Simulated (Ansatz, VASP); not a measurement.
# ZrTlF3: VASP beside Ansatz

```xyz
10
Lattice="5.7938 0.0000 0.0000 0.0000 5.7938 0.0000 0.0000 0.0000 4.0968" Properties=species:S:1:pos:R:3 pbc="T T T"
Zr    0.0000    0.0000    3.9836
Zr    2.8969    2.8969    3.9836
Tl    2.8969    0.0000    1.9352
Tl    0.0000    2.8969    1.9352
F     1.6786    1.2183    0.0000
F     1.2183    4.1152    0.0000
F     0.0000    0.0000    2.0484
F     4.1152    4.5755    0.0000
F     4.5755    1.6786    0.0000
F     2.8969    2.8969    2.0484
```

Alike in both runs: task relaxation of cell and atoms; functional PBE; k mesh 4 × 4 × 4; occupations gaussian, width 0.1 eV; no spin polarisation.

```csv
,VASP,Ansatz
version,VASP 6.6.1,Ansatz 0.2.0
potentials or method,"VASP PAW PBE potentials, release 64 (Zr_sv, Tl_d, F), cutoff 600 eV","scalar-relativistic, plane waves, PAW"
valence electrons in the cell,92,92
```

Ansatz gave:

```
gap on the k mesh at the Fermi level, each at its own relaxed structure (eV) : none
relaxed volume (Å³/atom)                                                     : 17.21
relaxed length of the cell vector where the two differ most in proportion (Å)              : 4.413
```

Task: What did VASP give for the same quantities?

Result: gap on the k mesh at the Fermi level, each at its own relaxed structure (eV): none; relaxed volume (Å³/atom): 17.24; relaxed length of the cell vector where the two differ most in proportion (Å): 4.418.

A gap of «none» marks a metal or a gap that the smearing closes.

The k mesh is coarse, so the values compare programs but aren't converged. Neither program's run includes spin-orbit coupling. Noted on VASP's run: the volume moved by over 15 % at a fixed basis, so the end points are rough.
